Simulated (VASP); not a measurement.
## BeZn2TeS2: single point with PBE

The system is BeZn2TeS2.

```
Be Zn Te S
1.0
     4.50406    0.00000    0.00000
     0.00000    4.50406    0.00000
     0.00000    0.00000    6.05601
Be Zn Te S
1 2 1 2
Direct
  0.00000 0.00000 0.00000
  0.50000 0.50000 0.25370
  0.50000 0.50000 0.74630
  0.00000 0.00000 0.50000
  0.00000 0.50000 0.00000
  0.50000 0.00000 0.00000
```

```
Program                : VASP 6.6.1
Task                   : single point
Functional             : PBE
Potentials or basis    : VASP PAW PBE potentials, release 64 (Be, Zn, Te, S)
Cutoff                 : 520 eV
k mesh                 : 4 × 4 × 4
Occupations            : gaussian, width 0.1 eV
Spin                   : no spin polarisation
Dipole correction      : no
Further INCAR settings : ALGO = Normal; EDIFF = 1e-07; NBANDS = 31
```

```
Pressure               : -5.2 GPa
Largest force          : 0.137 eV/Å
Band gap on the k mesh : zero (band 22 reaches 3.64 eV, above the bottom of band 23 at 2.77 eV)
```

Forces on the atoms (eV/Å):
```
Be   0.000  0.000  0.000
Zn   0.000  0.000  0.137
Zn   0.000  0.000 -0.137
Te   0.000  0.000  0.000
S    0.000  0.000  0.000
S    0.000  0.000  0.000
```

Stress tensor (GPa, compression positive):
```
-5.22  0.00  0.00
 0.00 -5.22  0.00
 0.00  0.00 -5.14
```

Levels at points of the mesh, in eV from the Fermi level:
```tsv
k point	band 19	band 20	band 21	band 22	band 23	band 24	band 25	band 26
(0.00, 0.00, 0.00)	-0.93	-0.93	-0.17	-0.17	0.21	1.27	2.96	3.26
(0.50, 0.00, 0.00)	-2.60	-2.54	0.08	0.14	1.96	2.36	3.39	4.32
(0.50, 0.50, 0.00)	-1.84	-1.84	-0.94	-0.30	-0.02	0.57	4.85	4.85
(0.00, 0.00, 0.50)	-0.85	-0.85	-0.84	-0.74	-0.74	-0.25	4.03	5.24
(0.50, 0.00, 0.50)	-2.51	-0.75	-0.38	-0.11	1.53	2.05	3.48	3.54
(0.50, 0.50, 0.50)	-0.08	-0.08	-0.08	-0.02	0.57	2.37	3.41	4.35
```

Wall time 63 s on 1 thread of Intel(R) Xeon(R) Platinum 8488C (Sapphire Rapids), with other jobs on the host, peak memory 0.27 GiB.

Caveat: spin-orbit coupling is left out, which moves the levels of the heavy elements.
